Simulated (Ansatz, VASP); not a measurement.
## Mo in VASP and in Ansatz

```
Mo
1.0
     0.00000    1.99944    1.99944
     1.99944    0.00000    1.99944
     1.99944    1.99944    0.00000
Mo
1
Cartesian
  0.0000 0.0000 0.0000
```

Alike in both runs: task single point; functional PBE; k mesh 18 × 18 × 18; occupations gaussian, width 0.1 eV; no spin polarisation.

|  | VASP | Ansatz |
| --- | --- | --- |
| version | VASP 6.6.1 | Ansatz 0.2.0 |
| potentials or method | VASP PAW PBE potentials, release 64 (Mo_sv), cutoff 520 eV | scalar-relativistic, plane waves, PAW |
| valence electrons in the cell | 14 | 14 |

Ansatz gave:

* gap on the k mesh at the Fermi level (eV): none
* pressure (GPa): 0.6

**Question.** Estimate VASP's values.

**Answer.** gap on the k mesh at the Fermi level (eV): none; pressure (GPa): 1.1.

A gap of «none» marks a metal or a gap that the smearing closes.
